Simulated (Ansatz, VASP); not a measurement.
Two plane-wave programs on NaHf3

Contents of INCAR:

```
SYSTEM = NaHf3
ALGO     = Fast           ! electronic algorithm
EDIFF    = 1E-6           ! SCF threshold, eV
EDIFFG   = -0.01          ! ionic threshold
ENCUT    = 600            ! plane-wave cutoff, eV
GGA      = PE             ! functional
IBRION   = 2              ! ionic algorithm
ISIF     = 3              ! what is computed and relaxed
ISMEAR   = 0              ! smearing method
LASPH    = .True.         ! aspherical terms in the spheres
LCHARG   = .False.        ! write CHGCAR
LREAL    = .False.        ! projectors in reciprocal space
LWAVE    = .False.        ! write WAVECAR
NELM     = 60             ! most SCF steps
NSW      = 100            ! ionic steps
PREC     = Accurate       ! precision mode
SIGMA    = 0.1            ! smearing width, eV
```

KPOINTS

```
k-points
0
Gamma
  10 10 10
  0 0 0
```

The input POSCAR:

```
NaHf3
1.0
    4.4891544284      0.0000000000      0.0000000000
    0.0000000000      4.4891544284      0.0000000000
    0.0000000000      0.0000000000      4.4891544284
Na Hf
1 3
Direct
    0.0000000000      0.0000000000      0.0000000000
    0.0000000000      0.5000000000      0.5000000000
    0.5000000000      0.0000000000      0.5000000000
    0.5000000000      0.5000000000      0.0000000000
```

Input for Ansatz:

```yaml
crystal:
  lattice:
    - [4.4891544284, 0.0, 0.0]
    - [0.0, 4.4891544284, 0.0]
    - [0.0, 0.0, 4.4891544284]
  atoms:
    - { symbol: Na, position: [0.0, 0.0, 0.0] }
    - { symbol: Hf, position: [0.0, 0.5, 0.5] }
    - { symbol: Hf, position: [0.5, 0.0, 0.5] }
    - { symbol: Hf, position: [0.5, 0.5, 0.0] }
basis:
  ecutwfc: 420
kpoints:
  mp_grid: { grid: [10, 10, 10] }
hamiltonian:
  xc: pbe
scf:
  occupations: { method: gaussian, width: 0.1 }
output:
  forces: true
  stress: true
  eigenvalues: true
relax:
  adjacent_minimum: "off"
  f_tol: 0.01
  max_steps: 80
  cell: { stress_tol: 0.05 }
```

Alike in both runs: task relaxation of cell and atoms; functional PBE; k mesh 10 × 10 × 10; occupations gaussian, width 0.1 eV; no spin polarisation.

|  | VASP | Ansatz |
| --- | --- | --- |
| version | VASP 6.6.1 | Ansatz 0.2.0 |
| potentials or method | VASP PAW PBE potentials, release 64 (Na_pv, Hf_pv), cutoff 600 eV | scalar-relativistic, plane waves, PAW |
| valence electrons in the cell | 37 | 87 |

|  | VASP | Ansatz | Ansatz less VASP |
| --- | --- | --- | --- |
| gap on the k mesh at the Fermi level, each at its own relaxed structure (eV) | none | none | - |
| relaxed volume (Å³/atom) | 22.62 | 22.69 | +0.068 |
| relaxed length of the cell vector where the two differ most in proportion (Å) | 4.489 | 4.494 | +0.0045 |

A gap of «none» marks a metal or a gap that the smearing closes. VASP's potentials hold 37 valence electrons a cell and Ansatz's 87, so a difference there can come from the potentials and not from the codes.

Neither program's run includes spin-orbit coupling. Noted on VASP's run: the relaxation stopped at its first step, so nothing moved.
